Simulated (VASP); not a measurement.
# Al4Cr (P1) in VASP: single point with PBE

Aim: the single point of Al4Cr with PBE.

All numbers are computed with VASP 6.6.1; they aren't measurements. Logs are shortened: lines on timing, memory, paths and dates and some standing lists are left out, and cuts for length are marked.

### 1 The cell of the first run

The typed cell holds 15 atoms: a = 5.186 Å, b = 9.116 Å, c = 5.151 Å, α = 87.45°, β = 79.95°, γ = 73.26°.

### 2 Single point, PBE

The input, INCAR:

```
SYSTEM = Al4Cr
  PREC = Accurate
  ENCUT = 520
  EDIFF = 1E-6
  ISMEAR = -1
  SIGMA = 0.1
  LREAL = Auto
  LASPH = .True.
  NELM = 80
  ALGO = Normal
  ISIF = 2
  LWAVE = .False.
  LCHARG = .False.
  GGA = PE
  NBANDS = 49
```

The input, KPOINTS:

```
Automatic mesh
0
Gamma
  4 2 4
  0 0.5 0.5
```

The input, POSCAR:

```
Al4Cr
1.0
    5.1858110000     -0.0095780000      0.0128030000
    2.6090740000     -8.7345510000      0.0332270000
    0.9113920000      0.0137840000     -5.0696990000
Cr Al
3 12
Direct
    0.2314410000      0.2826830000      0.2154860000
    0.6049360000      0.7154720000      0.1647360000
    0.8178350000      0.9878170000      0.8377060000
    0.2562550000      0.9917530000      0.0337810000
    0.6235700000      0.0020960000      0.4093390000
    0.8470010000      0.2396360000      0.0145350000
    0.0451620000      0.7673330000      0.0843190000
    0.4965050000      0.2160370000      0.6684220000
    0.7048590000      0.7508450000      0.6608560000
    0.0163840000      0.1503550000      0.5435730000
    0.1612770000      0.8418670000      0.5634620000
    0.8519660000      0.4685080000      0.4092880000
    0.3121910000      0.5754130000      0.4340430000
    0.9845170000      0.5164140000      0.9471260000
    0.4724870000      0.5144510000      0.9796940000
```

Potentials or basis: VASP PAW PBE potentials, release 64 (Cr_pv, Al).

Run with:

```console
> cat potpaw_PBE.64/Cr_pv/POTCAR potpaw_PBE.64/Al/POTCAR > POTCAR
> mpirun -np 1 vasp_std > vasp.out
```

OUTCAR:

```text
SYSTEM = Al4Cr
   PREC = Accurate
   ENCUT = 520
   EDIFF = 1E-6
   ISMEAR = -1
   LREAL = Auto
   LASPH = .True.
   NELM = 80
   ISIF = 2
   GGA = PE

 ion  position               nearest neighbor table
   1  0.231  0.283  0.215-  12 2.30  10 2.34   6 2.53  14 2.62   4 2.81   8 2.87  15 2.87   8 2.92
                             5 3.03   6 3.09  13 3.10
   2  0.605  0.715  0.165-  14 2.40  15 2.42   7 2.43  13 2.47   9 2.58  12 2.64   9 2.74   4 2.78
                            11 2.81   7 2.90   5 2.98
   3  0.818  0.988  0.838-  11 2.21  10 2.38   7 2.44   8 2.49   6 2.56   5 2.56   9 2.63   4 2.65
                             4 2.90   5 2.94
   4  0.256  0.992  0.034-   7 2.57   6 2.63   3 2.65   2 2.78   1 2.81   3 2.90  10 2.95   5 2.96
                            11 3.01  11 3.02   8 3.10  10 3.12   9 3.13
   5  0.624  0.002  0.409-   8 2.28   9 2.54   3 2.56   7 2.92  10 2.94   3 2.94   4 2.96  11 2.98
                             2 2.98  10 3.02   1 3.03  11 3.12   6 3.22
   6  0.847  0.240  0.015-  10 2.52   1 2.53   3 2.56   4 2.63  15 2.71  14 2.80   8 2.81  12 2.99
                            10 3.01   1 3.09   5 3.22
   7  0.045  0.767  0.084-   2 2.43   3 2.44  14 2.54   4 2.57  15 2.70  13 2.72  11 2.74  11 2.80
                             2 2.90   5 2.92   9 3.07   9 3.20
   8  0.497  0.216  0.668-   5 2.28   3 2.49  10 2.56   6 2.81   1 2.87  10 2.90   1 2.92   4 3.10
                            15 3.18
   9  0.705  0.751  0.661-   5 2.54   2 2.58   3 2.63  11 2.69  14 2.74   2 2.74  12 2.78  11 2.83
                            15 3.05   7 3.07   4 3.13  13 3.13   7 3.20  13 3.31
  10  0.016  0.150  0.544-   1 2.34   3 2.38   6 2.52   8 2.56  11 2.70  12 2.87   8 2.90   5 2.94
                             4 2.95   6 3.01   5 3.02   4 3.12
  11  0.161  0.842  0.563-   3 2.21  13 2.41   9 2.69  10 2.70   7 2.74   7 2.80   2 2.81   9 2.83
                             5 2.98   4 3.01   4 3.02   5 3.12
  12  0.852  0.469  0.409-   1 2.30  14 2.42   2 2.64  13 2.67   9 2.78  13 2.85  10 2.87   6 2.99
                            14 3.05  15 3.15  15 3.21
  13  0.312  0.575  0.434-  15 2.38  11 2.41   2 2.47  12 2.67   7 2.72  12 2.85  14 3.00  15 3.05
                             1 3.10   9 3.13   9 3.31
  14  0.985  0.516  0.947-   2 2.40  12 2.42   7 2.54  15 2.56   1 2.62  15 2.64   9 2.74   6 2.80
                            13 3.00  12 3.05
  15  0.472  0.514  0.980-  13 2.38   2 2.42  14 2.56  14 2.64   7 2.70   6 2.71   1 2.87   9 3.05
                            13 3.05  12 3.15   8 3.18  12 3.21

  Warning from LATTYP: Got some problem with cell dimensions!
  Tried to take original basis but could not verify dimensions!
  LATTYP: Found a triclinic cell.
 ALAT       =    13.3137310038
 B/A-ratio  =     0.5949774547
 C/A-ratio  =     1.4063502400
 COS(alpha) =     0.0014336842
 COS(beta)  =     0.6591903930
 COS(gamma) =     0.7438760525

  Lattice vectors:

 A1 = (   8.7062770000,  -8.7303450000,  -5.0236690000)
[... 169 lines left out ...]
  Thomas-Fermi vector in A             =   2.248789
   LORBIT       =      0    0 simple, 1 ext, 2 COOP (PROOUT), +10 PAW based schemes
   GGA     = PE    functional components
   LHFCALC =     F    Hartree Fock is set to
   AEXX    =    0.0000 exact exchange contribution
   IVDW    =     0    specifies the selected vdW correction
   LEPSILON=     F    determine dielectric tensor
   LRPA    =     F    only Hartree local field effects (RPA)
 non-spin polarized calculation
  energy-cutoff  :      520.00
  volume of cell :      229.61
 maximum number of plane-waves:      6197
 NGX is ok and might be reduce to    40
   NGX = 19   NGY = 33   NGZ = 19

 number of electron      71.9999989 magnetization

 Free energy of the ion-electron system (eV)
  ---------------------------------------------------
  ext. energy  EPLUGINS =         0.00000000
  ---------------------------------------------------
  free energy    TOTEN  =       -71.70624698 eV

  energy without entropy =      -71.51191821  energy(sigma->0) =      -71.60908259

 E-fermi :   8.1335     XC(G=0): -10.7060

 val. band max:        8.1004425072   @ k =  -0.0000  -0.2500   0.1250
 cond. band min:       8.2114662118   @ k =   0.2500  -0.2500   0.1250
 fundamental gap:      0.1110237046
 Fermi energy:         8.1334669847

 k-point     1 :      -0.0000    0.2500    0.1250
  band No.  band energies     occupation
      1     -34.3705      2.00000
      2     -34.3555      2.00000
      3     -34.2968      2.00000
      4     -34.2927      2.00000
      5     -34.2525      2.00000
      6     -34.2493      2.00000
[... 805 lines left out ...]
     47      10.7778      0.00000
     48      10.9453      0.00000
 [bands above 48 left out]

------------------------ aborting loop because EDIFF is reached ----------------------------------------

  FORCE on cell =-STRESS in cart. coord.  units (eV):
  Direction    XX          YY          ZZ          XY          YZ          ZX
  --------------------------------------------------------------------------------------
  -------------------------------------------------------------------------------------
  Total        4.9072811     13.1546703      7.3482971      2.3267434      7.1869447      2.9281921
  in kB       34.2423134     91.7914278     51.2753770     16.2356859     50.1494829     20.4325103
  external PRESSURE =      59.1030394 kB  Pullay stress =       0.0000000 kB

 VOLUME and BASIS-vectors are now :
 -----------------------------------------------------------------------------
  energy-cutoff  :      520.00
  volume of cell :      229.61
      direct lattice vectors                 reciprocal lattice vectors
     5.185811000 -0.009578000  0.012803000     0.192854529  0.057739537  0.034826911
     2.609074000 -8.734551000  0.033227000    -0.000210711 -0.114552124 -0.000349336
     0.911392000  0.013784000 -5.069699000     0.000485653 -0.000604964 -0.197164707

 POSITION                                       TOTAL-FORCE (eV/Angst)
 -----------------------------------------------------------------------------------
      2.13414     -2.46836     -1.08009         3.587822      1.185422      1.753550
      5.15394     -6.25285     -0.80364        -1.451718     -2.300276     -1.813541
      7.58190     -8.62442     -4.20362        -2.778667     -1.662277     -2.197341
      3.94723     -8.66451     -0.13503         1.021153     -0.385291      0.385207
      3.61225     -0.01864     -2.06717        -0.507480      1.591781      2.918946
      5.03086     -2.10103     -0.05488        -0.410572     -0.096808     -1.708689
      2.31308     -6.70158     -0.40140         0.724860     -0.325191      0.042454
      3.74763     -1.88253     -3.37516        -1.570812     -3.336852     -1.804622
      6.21657     -6.55594     -3.31637        -0.128244      0.317933     -0.254654
      0.97266     -1.30595     -2.75055         0.954732      0.310462      1.155372
      3.54638     -7.34711     -2.82655         2.007017     -0.211862      1.369447
      6.01353     -4.09473     -2.04849        -0.820555     -0.345904     -1.788881
      3.51584     -5.02298     -2.17735        -0.796275      2.427571     -2.017647
      7.31608     -4.50702     -4.77188         0.188192      1.415089      1.713952
      4.68535     -4.48452     -4.94361        -0.019455      1.416203      2.246448
 -----------------------------------------------------------------------------------
    total drift:                               -0.003805      0.004439     -0.007043

  FREE ENERGIE OF THE ION-ELECTRON SYSTEM (eV)
  ---------------------------------------------------
  free  energy   TOTEN  =       -71.7062469755 eV

  energy  without entropy=      -71.5119182059  energy(sigma->0) =      -71.60908259
```

OSZICAR:

```text
N       E                     dE             d eps       ncg     rms          rms(c)
DAV:   1     0.480469537474E+03    0.48047E+03   -0.33540E+04  1824   0.134E+03
DAV:   2    -0.371905688058E+02   -0.51766E+03   -0.49701E+03  1598   0.324E+02
DAV:   3    -0.776542481136E+02   -0.40464E+02   -0.38773E+02  2030   0.865E+01
DAV:   4    -0.790348948485E+02   -0.13806E+01   -0.13677E+01  1960   0.148E+01
DAV:   5    -0.790639607819E+02   -0.29066E-01   -0.29037E-01  2224   0.255E+00    0.261E+01
DAV:   6    -0.103469126262E+03   -0.24405E+02   -0.24650E+02  2081   0.775E+01    0.590E+01
DAV:   7    -0.719447595568E+02    0.31524E+02   -0.15723E+02  2176   0.872E+01    0.813E+00
DAV:   8    -0.747814282785E+02   -0.28367E+01   -0.21750E+01  2216   0.262E+01    0.180E+01
DAV:   9    -0.720960074409E+02    0.26854E+01   -0.93814E+00  2153   0.186E+01    0.587E+00
DAV:  10    -0.721525556464E+02   -0.56548E-01   -0.22517E+00  2144   0.765E+00    0.749E+00
DAV:  11    -0.717226643044E+02    0.42989E+00   -0.21422E+00  2040   0.679E+00    0.294E+00
DAV:  12    -0.717097836746E+02    0.12881E-01   -0.12145E-01  1999   0.184E+00    0.167E+00
DAV:  13    -0.717075546810E+02    0.22290E-02   -0.13282E-02  2120   0.659E-01    0.851E-01
DAV:  14    -0.717064589375E+02    0.10957E-02   -0.26372E-03  2064   0.278E-01    0.319E-01
DAV:  15    -0.717063075549E+02    0.15138E-03   -0.38306E-04  2120   0.924E-02    0.156E-01
DAV:  16    -0.717062696790E+02    0.37876E-04   -0.94698E-05  2264   0.598E-02    0.104E-01
DAV:  17    -0.717062466602E+02    0.23019E-04   -0.98032E-05  2184   0.424E-02    0.564E-03
DAV:  18    -0.717062469755E+02   -0.31532E-06   -0.43156E-06  1512   0.123E-02
   1 F= -.71706247E+02 E0= -.71609083E+02  d E =-.194329E+00
```

Wall time 13 min (1 thread of AMD EPYC 7R13, shared host); peak memory 0.35 GiB.

What came out:

| Quantity | Value |
| --- | --- |
| Free energy | -71.7062 eV |
| Pressure | 5.9 GPa |
| Largest force | 4.166 eV/Å |
| Band gap on the k mesh | zero (bands 36 and 37 overlap by 0.07 eV) |

Forces on the atoms (eV/Å):
```
Cr   3.588  1.185  1.754
Cr  -1.452 -2.300 -1.814
Cr  -2.779 -1.662 -2.197
Al   1.021 -0.385  0.385
Al  -0.507  1.592  2.919
Al  -0.411 -0.097 -1.709
Al   0.725 -0.325  0.042
Al  -1.571 -3.337 -1.805
Al  -0.128  0.318 -0.255
Al   0.955  0.310  1.155
Al   2.007 -0.212  1.369
Al  -0.821 -0.346 -1.789
Al  -0.796  2.428 -2.018
Al   0.188  1.415  1.714
Al  -0.019  1.416  2.246
```

Stress tensor (GPa, compression positive):
```
3.42 1.62 2.04
1.62 9.18 5.01
2.04 5.01 5.13
```

Caveat: the stress differs along the axes, from 3 to 9 GPa; the run has no spin polarisation, though such a crystal can be magnetic; forces of over 1 eV/Å act on the atoms, so gaps and moduli don't describe the material at rest.

The gap in the log of VASP goes by the Fermi energy; the results here count the filled bands.